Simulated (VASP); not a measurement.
Runs of VASP 6.6.1 on Cr. The structure is that of space group P6_3/mmc (No. 194), or close to it. The cells are those of the table. 

```tsv
task	cell	k mesh	cutoff (eV)	gap on the mesh (eV)	pressure (GPa)
single point	a = 2.508, b = 2.508, c = 4.528 Å, angles 90.0, 90.0, 120.0°, 2 atoms	14 × 14 × 8	520	none	-0.1
single point	a = 2.573, b = 2.573, c = 4.645 Å, angles 90.0, 90.0, 120.0°, 2 atoms	16 × 16 × 8	520	none	-14.0
single point	a = 2.474, b = 2.474, c = 4.466 Å, angles 90.0, 90.0, 120.0°, 2 atoms	16 × 16 × 8	520	none	9.4
relaxation of cell and atoms	relaxed from a = 2.569, b = 2.569, c = 4.196 Å, angles 90.0, 90.0, 120.0°, 2 atoms	14 × 14 × 8	600	none	0.0
single point	a = 2.508, b = 2.508, c = 4.528 Å, angles 90.0, 90.0, 120.0°, 2 atoms	16 × 16 × 8	520	none	-0.1
single point	a = 2.605, b = 2.605, c = 4.702 Å, angles 90.0, 90.0, 120.0°, 2 atoms	16 × 16 × 8	520	none	(a)
single point	a = 2.541, b = 2.541, c = 4.587 Å, angles 90.0, 90.0, 120.0°, 2 atoms	16 × 16 × 8	520	none	-7.8
```

Alike in all rows: level BLYP; potentials or basis VASP PAW PBE potentials, release 64 (Cr_pv); no spin polarisation; smearing fermi-dirac 0.1 eV.

Problem. Fill in the values left out.

Solution. (a) -19.0.

Caveats: the PAW data sets were made with another functional, which shifts forces and pressure a little; the run has no spin polarisation, though such a crystal can be magnetic.

A gap of «none» marks levels without a gap at the run's occupations.
